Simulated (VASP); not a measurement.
B16HN16 (a cell with a defect), 33 atoms in the cell. The cell holds a defect, 33 atoms: a = 6.660 Å, b = 6.660 Å, c = 6.660 Å, α = 97.63°, β = 97.63°, γ = 97.63°. 

| Property | Result |
| --- | --- |
| Program | VASP 6.6.1 |
| Task | single point |
| Functional | PBE |
| Dispersion | D3(BJ) |
| Potentials or basis | VASP PAW PBE potentials, release 64 (B, N, H) |
| Cutoff | 520 eV |
| k mesh | 2 × 2 × 2, shifted |
| Occupations | gaussian, width 0.02 eV |
| Spin | no spin polarisation |
| Dipole correction | no |
| Charge | 1 |
| Further INCAR settings | LREAL = Auto; ALGO = Normal; EDIFF = 1e-06; NBANDS = 86; NELECT = 128.0 |

Potentials or basis: VASP PAW PBE potentials, release 64 (B, N, H).

Launch:

```sh
$ cat potpaw_PBE.64/B/POTCAR potpaw_PBE.64/N/POTCAR potpaw_PBE.64/H/POTCAR > POTCAR
$ mpirun -np 1 vasp_std > vasp.out
```

Hardware: 1 thread of Intel Xeon 8259CL, with other jobs on the host.

Task: Estimate the wall time of this run.

Result: Run time: 9.5 min on 1 thread of Intel Xeon 8259CL, on a shared host, peak memory 0.38 GiB. Counts: scf iterations 15, k points 4.
